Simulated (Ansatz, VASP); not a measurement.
# Al2O3: VASP beside Ansatz

```
Al O
1.0
    -4.76050   -2.74848    4.33187
     4.76050   -2.74848    4.33187
     0.00000    5.49695    4.33187
Al O
16 24
Direct
  0.35216 0.35216 0.35216
  0.85216 0.85216 0.35216
  0.85216 0.35216 0.85216
  0.35216 0.85216 0.85216
  0.14784 0.14784 0.14784
  0.64784 0.64784 0.14784
  0.64784 0.14784 0.64784
  0.14784 0.64784 0.64784
  0.64784 0.14784 0.14784
  0.14784 0.64784 0.14784
  0.14784 0.14784 0.64784
  0.64784 0.64784 0.64784
  0.85216 0.35216 0.35216
  0.35216 0.85216 0.35216
  0.35216 0.35216 0.85216
  0.85216 0.85216 0.85216
  0.09666 0.40334 0.25000
  0.59666 0.90334 0.25000
  0.59666 0.40334 0.75000
  0.09666 0.90334 0.75000
  0.25000 0.09666 0.40334
  0.75000 0.59666 0.40334
  0.75000 0.09666 0.90334
  0.25000 0.59666 0.90334
  0.40334 0.25000 0.09666
  0.90334 0.75000 0.09666
  0.90334 0.25000 0.59666
  0.40334 0.75000 0.59666
  0.90334 0.09666 0.25000
  0.40334 0.59666 0.25000
  0.40334 0.09666 0.75000
  0.90334 0.59666 0.75000
  0.75000 0.40334 0.09666
  0.25000 0.90334 0.09666
  0.25000 0.40334 0.59666
  0.75000 0.90334 0.59666
  0.59666 0.25000 0.40334
  0.09666 0.75000 0.40334
  0.09666 0.25000 0.90334
  0.59666 0.75000 0.90334
```

Alike in both runs: task single point; functional PBE; k mesh 3 × 3 × 3; occupations gaussian, width 0.05 eV; no spin polarisation.

|  | VASP | Ansatz |
| --- | --- | --- |
| version | VASP 6.6.1 | Ansatz 0.2.0 |
| potentials or method | VASP PAW PBE potentials, release 64 (Al, O), cutoff 520 eV | scalar-relativistic, plane waves, PAW |
| valence electrons in the cell | 192 | 192 |

|  | VASP | Ansatz | Ansatz less VASP |
| --- | --- | --- | --- |
| gap on the k mesh at the Fermi level (eV) | 6.21 | 6.22 | +0.002 |
| rms of the force components (eV/Å) | 0.014 | 0.015 | +0.0013 |

Atom by atom the forces differ by 0.001 eV/Å (rms over components).
